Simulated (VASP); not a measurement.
Set up this calculation in VASP 6.6.1, as the native input.

```yaml
Task: single point
Functional: r2SCAN
Potentials_or_basis: VASP PAW PBE potentials, release 64 (Bi_d, Cr_pv, F)
Cutoff: 520 eV
k_mesh: 5 × 5 × 5
Occupations: fermi-dirac, width 0.1 eV
Spin: no spin polarisation
Dipole_correction: no
Further_INCAR_settings: ALGO = Normal; EDIFF = 1e-07; NBANDS = 32
```

Crystal: CrBiF3.

```xyz
5
Lattice="3.8282 0.0000 0.0000 0.0000 3.8282 0.0000 0.0000 0.0000 3.8282" Properties=species:S:1:pos:R:3 pbc="T T T"
Bi    1.9141    1.9141    1.9141
Cr    0.0000    0.0000    0.0000
F     1.9141    0.0000    0.0000
F     0.0000    1.9141    0.0000
F     0.0000    0.0000    1.9141
```

These files were run (other wordings do the same):

POSCAR

```
CrBiF3
1.0
    3.8281916900      0.0000000000      0.0000000000
    0.0000000000      3.8281916900      0.0000000000
    0.0000000000      0.0000000000      3.8281916900
Bi Cr F
1 1 3
Direct
    0.5000000000      0.5000000000      0.5000000000
    0.0000000000      0.0000000000      0.0000000000
    0.5000000000      0.0000000000      0.0000000000
    0.0000000000      0.5000000000      0.0000000000
    0.0000000000      0.0000000000      0.5000000000
```

INCAR.step1

```
SYSTEM = CrBiF3
  PREC = Accurate
  ENCUT = 520
  ISMEAR = -1
  SIGMA = 0.1
  LREAL = .False.
  LASPH = .True.
  NELM = 100
  NBANDS = 32
  GGA = PE
  ALGO = Normal
  EDIFF = 1E-4
  LWAVE = .True.
  LCHARG = .False.
```

INCAR.step2

```
SYSTEM = CrBiF3
  PREC = Accurate
  ENCUT = 520
  EDIFF = 1E-7
  ISMEAR = -1
  SIGMA = 0.1
  LREAL = .False.
  LASPH = .True.
  NELM = 100
  ALGO = Normal
  ISIF = 2
  LWAVE = .False.
  LCHARG = .False.
  METAGGA = R2SCAN
  LMIXTAU = .True.
  NBANDS = 32
  ISTART = 1
```

KPOINTS

```
regular mesh
0
Gamma
  5 5 5
  0 0 0
```

Potentials or basis: VASP PAW PBE potentials, release 64 (Bi_d, Cr_pv, F).

Run with:

```console
$ cat potpaw_PBE.64/Bi_d/POTCAR potpaw_PBE.64/Cr_pv/POTCAR potpaw_PBE.64/F/POTCAR > POTCAR
$ cp INCAR.step1 INCAR
$ mpirun -np 1 vasp_std > vasp.out
$ cp INCAR.step2 INCAR
$ mpirun -np 1 vasp_std > vasp.out
```

Results of the run:

```yaml
Pressure: 36.0 GPa
Band_gap_on_the_k_mesh: zero (band 24 reaches 10.55 eV, above the bottom of band 25 at 9.82 eV)
```

Caveat: the PAW data sets were made with another functional, which shifts forces and pressure a little; spin-orbit coupling is left out, which moves the levels of the heavy elements; the run has no spin polarisation, though such a crystal can be magnetic; semilocal functionals often make such compounds metallic where correlation or magnetic order opens a gap, which also shifts bond lengths.

Run time: 51 s on 1 thread of Intel(R) Xeon(R) Platinum 8488C (Sapphire Rapids) (shared host), peak memory 0.17 GiB.
